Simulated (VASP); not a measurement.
CrO2, 3 atoms in the cell. It takes space group R-3m (No. 166, trigonal). The conventional cell has a = 2.919 Å, b = 2.919 Å, c = 14.077 Å, α = 90.00°, β = 90.00°, γ = 120.00°. Cr (site symmetry -3m) has 6 O at 1.91 Å within 2.5 Å. O (site symmetry 3m) has 3 Cr at 1.91 Å and 3 O at 2.47 Å within 2.5 Å. 

```yaml
Program: VASP 6.6.1
Task: single point
Functional: PBE
Potentials_or_basis: VASP PAW PBE potentials, release 64 (Cr_pv, O)
Cutoff: 520 eV
k_mesh: 10 × 10 × 10
Occupations: fermi-dirac, width 0.05 eV
Spin: collinear spin, ferromagnetic start
Starting_moments: "[3.0, 0.0, 0.0] μB"
Dipole_correction: no
Further_INCAR_settings: ALGO = Normal; EDIFF = 1e-06; NBANDS = 23
```

Potentials or basis: VASP PAW PBE potentials, release 64 (Cr_pv, O).

Command:

```sh
$ cat potpaw_PBE.64/Cr_pv/POTCAR potpaw_PBE.64/O/POTCAR > POTCAR
$ mpirun -np 1 vasp_std > vasp.out
```

Hardware: 1 thread of Intel Xeon 8259CL (shared host).

**Question.** How long does it take, and how much memory?

**Answer.** Run time: 12 min on 1 thread of Intel Xeon 8259CL, with other jobs on the host, peak memory 0.38 GiB. Counts: scf iterations 16, k points 116.
